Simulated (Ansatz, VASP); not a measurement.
One calculation of Au, two programs

```
Au
1.0
     1.42066   -2.57286    0.00000
     1.42066    2.57286    0.00000
     0.00000    0.00000    4.92558
Au
2
Cartesian
  1.4207 0.8507 1.2314
  1.4207 -0.8507 3.6942
```

Alike in both runs: task single point; functional PBE; k mesh 11 × 11 × 6; occupations fermi-dirac, width 0.05 eV; no spin polarisation.

```csv
,VASP,Ansatz
version,VASP 6.6.1,Ansatz 0.2.0
potentials or method,"VASP PAW PBE potentials, release 64 (Au)",Ansatz PAW
plane-wave cutoff (eV),520,420
valence electrons in the cell,22,38
```

Ansatz gave:

- gap on the k mesh at the Fermi level (eV): none
- pressure (GPa): 0.3
- traceless stress, the component that is largest in VASP (GPa): 2.59
- rms of the force components (eV/Å): 0.011

Which values does VASP return?

gap on the k mesh at the Fermi level (eV): none; pressure (GPa): 0.1; traceless stress, the component that is largest in VASP (GPa): 2.58; rms of the force components (eV/Å): 0.010.

Atom by atom the forces differ by 0.001 eV/Å (rms over components). A gap of «none» marks a metal or a gap that the smearing closes. VASP's potentials hold 22 valence electrons a cell and Ansatz's 38, so a difference there can come from the potentials and not from the codes.

Neither program's run includes spin-orbit coupling.
